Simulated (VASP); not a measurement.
F: single point with PBEsol

Crystal: F.

```xyz
4
Lattice="3.2122 -1.8461 -0.2477 3.2122 1.8461 -0.2477 -2.4153 0.0000 7.3933" Properties=species:S:1:pos:R:3 pbc="T T T"
F     0.2698    0.0000    0.8007
F     3.7393    0.0000    6.0971
F     1.7882    0.0000    4.1410
F     2.2208    0.0000    2.7568
```

| Quantity | Value |
| --- | --- |
| Program | VASP 6.6.1 |
| Task | single point |
| Functional | PBEsol |
| Potentials or basis | VASP PAW PBE potentials, release 64 (F) |
| Cutoff | 520 eV |
| k mesh | 4 × 4 × 2 |
| Occupations | gaussian, width 0.05 eV |
| Spin | no spin polarisation |
| Dipole correction | no |
| Further INCAR settings | ALGO = Normal; EDIFF = 1e-06; NBANDS = 22 |

| Quantity | Value |
| --- | --- |
| Pressure | -6.4 GPa |
| Largest force | 4.102 eV/Å |
| Band gap on the k mesh | 0.96 eV, indirect (least direct gap 1.00 eV) |

Forces on the atoms (eV/Å):
```
F   -1.249  0.000 -3.907
F    1.249  0.000  3.907
F    0.472  0.000 -1.229
F   -0.472  0.000  1.229
```

Stress tensor (GPa, compression positive):
```
 -2.56   0.00  -3.18
  0.00  -0.54   0.00
 -3.18   0.00 -16.13
```

Levels at points of the mesh, in eV from the valence-band top:
```tsv
k point	band 10	band 11	band 12	band 13	band 14	band 15	band 16	band 17	band 18	band 19
(0.00, 0.00, 0.00)	-1.64	-0.33	-0.17	-0.07	-0.04	0.96	2.84	8.99	11.45	12.15
(0.50, 0.00, 0.00)	-1.73	-0.34	-0.28	-0.26	-0.14	1.08	2.85	12.64	12.94	14.22
(0.50, 0.50, 0.00)	-1.71	-0.38	-0.28	-0.14	0.00	1.04	2.84	12.99	13.06	13.53
(0.00, 0.00, 0.50)	-1.64	-0.29	-0.16	-0.11	-0.08	1.02	2.79	9.62	9.94	14.75
(0.50, 0.00, 0.50)	-1.71	-0.43	-0.32	-0.18	-0.02	1.03	2.86	12.63	13.40	13.67
(0.50, 0.50, 0.50)	-1.73	-0.37	-0.27	-0.15	-0.11	1.10	2.85	12.64	12.71	14.82
```

Run time: 11 s on 1 thread of Intel(R) Xeon(R) 6975P-C (Granite Rapids), with other jobs on the host, peak memory 0.19 GiB.

Caveat: the k points lie up to 0.50 Å⁻¹ apart; the PAW data sets were made with another functional, which shifts forces and pressure a little. A k mesh can miss the band edges.
